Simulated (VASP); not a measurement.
Wanted: the native input for a VASP 6.6.1 run.

```yaml
Task: single point
Functional: BLYP
Potentials_or_basis: VASP PAW PBE potentials, release 64 (B)
Cutoff: 520 eV
k_mesh: 15 × 15 × 15
Occupations: fermi-dirac, width 0.1 eV
Spin: no spin polarisation
Dipole_correction: no
Further_INCAR_settings: ALGO = Normal; EDIFF = 1e-06; NBANDS = 10
```

The structure of B lies in POSCAR:

```
B
1.0
    0.0000000000      2.0165655056      2.0165655056
    2.0165655056      0.0000000000      2.0165655056
    2.0165655056      2.0165655056      0.0000000000
B
2
Direct
    0.1250000000      0.1250000000      0.1250000000
    0.8750000000      0.8750000000      0.8750000000
```

This cell differs from its parent crystal: volume scaled by 0.96.

One way to write it, as run:

INCAR

```
PREC = Accurate
ENCUT = 520
EDIFF = 1E-6
ISMEAR = -1
SIGMA = 0.1
LREAL = False
LASPH = True
NELM = 100
ALGO = Normal
ISIF = 2
LWAVE = False
LCHARG = True
GGA = B5
ALDAX = 1.0
AGGAX = 1.0
AGGAC = 1.0
ALDAC = 0.0
LELF = True
LVHAR = True
NBANDS = 10
```

KPOINTS

```
Automatic mesh
0
Gamma
  15 15 15
```

Potentials or basis: VASP PAW PBE potentials, release 64 (B).

The run is started by

```bash
$ cat potpaw_PBE.64/B/POTCAR > POTCAR
$ mpirun -np 1 vasp_std > vasp.out
```

It gave:

| Item | Value |
| --- | --- |
| Pressure | 7.2 GPa |
| Band gap on the k mesh | zero (band 3 reaches 8.18 eV, above the bottom of band 4 at 1.68 eV) |

Caveat: the PAW data sets were made with another functional, which shifts forces and pressure a little.

Run time: 20 s on 1 thread of Intel(R) Xeon(R) Platinum 8259CL CPU @ 2.50GHz (Skylake/Cascade Lake), with other jobs on the host, peak memory 0.13 GiB.
